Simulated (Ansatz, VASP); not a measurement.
**Two plane-wave programs on NbSi**

The input INCAR:

```
ALGO     = Normal         # electronic algorithm
EDIFF    = 1E-6           # SCF threshold, eV
ENCUT    = 520            # plane-wave cutoff, eV
GGA      = CA             # functional
ISIF     = 2              # what is computed and relaxed
ISMEAR   = -1             # smearing method
LASPH    = T              # aspherical terms in the spheres
LCHARG   = T              # write CHGCAR
LDAU     = T              # DFT+U
LDAUJ    = 0 0          
LDAUL    = 2 -1           # shell
LDAUPRINT= 1            
LDAUTYPE = 2            
LDAUU    = 1 0            # U, eV
LELF     = T              # ELF
LMAXMIX  = 4              # l up to which the mixer works
LREAL    = F              # projectors in reciprocal space
LVHAR    = T            
LWAVE    = F              # write WAVECAR
NBANDS   = 16             # bands
NELM     = 150            # most SCF steps
PREC     = Accurate       # precision mode
SIGMA    = 0.05           # smearing width, eV
```

KPOINTS

```
k-points
0
Gamma
  9 9 9
```

Contents of POSCAR:

```
NbSi
1.0
    0.0000000000      2.5738300000      2.5738300000
    2.5738300000      0.0000000000      2.5738300000
    2.5738300000      2.5738300000      0.0000000000
Nb Si
1 1
Direct
    0.0000000000      0.0000000000      0.0000000000
    0.5000000000      0.5000000000      0.5000000000
```

File input.yaml:

```yaml
crystal:
  lattice:
    - [0.0, 2.57383, 2.57383]
    - [2.57383, 0.0, 2.57383]
    - [2.57383, 2.57383, 0.0]
  atoms:
    - { symbol: Nb, position: [0.0, 0.0, 0.0] }
    - { symbol: Si, position: [0.5, 0.5, 0.5] }
hamiltonian:
  xc: lda
  pseudopotentials: { kind: paw }
  hubbard: { sites: [{ species: Nb, l: d, u_eff: 1.0 }] }
kpoints:
  mp_grid: { grid: [9, 9, 9] }
scf:
  occupations: { method: fermi_dirac, width: 0.05 }
  n_extra_bands: 6
output:
  forces: true
  stress: true
  eigenvalues: true
  dos: { projected: true, de: 0.05, nscf_kmesh: { grid: [14, 14, 14] } }
```

Alike in both runs: functional LDA; k mesh 9 × 9 × 9; occupations fermi-dirac, width 0.05 eV; no spin polarisation; Hubbard terms Nb d U = 1.0 eV.

|  | VASP | Ansatz |
| --- | --- | --- |
| version | VASP 6.6.1 | Ansatz 0.2.0 |
| potentials or method | VASP PAW LDA potentials, release 64 (Nb_sv, Si) | Ansatz PAW |
| plane-wave cutoff (eV) | 520 | 420 |
| valence electrons in the cell | 17 | 17 |
| task | single point | projected density of states |

Ansatz gave:

| Property | Result |
| --- | --- |
| gap on the k mesh at the Fermi level (eV) | none |
| pressure (GPa) | -6.9 |

Problem. Which values does VASP return?

Solution. gap on the k mesh at the Fermi level (eV): none; pressure (GPa): -6.0.

LDA's correlation is that of Perdew and Zunger in VASP and of Perdew and Wang (1992) in Ansatz. The programs project onto different local orbitals, so the same U acts differently, and such runs can settle in different states. A gap of «none» marks a metal or a gap that the smearing closes.
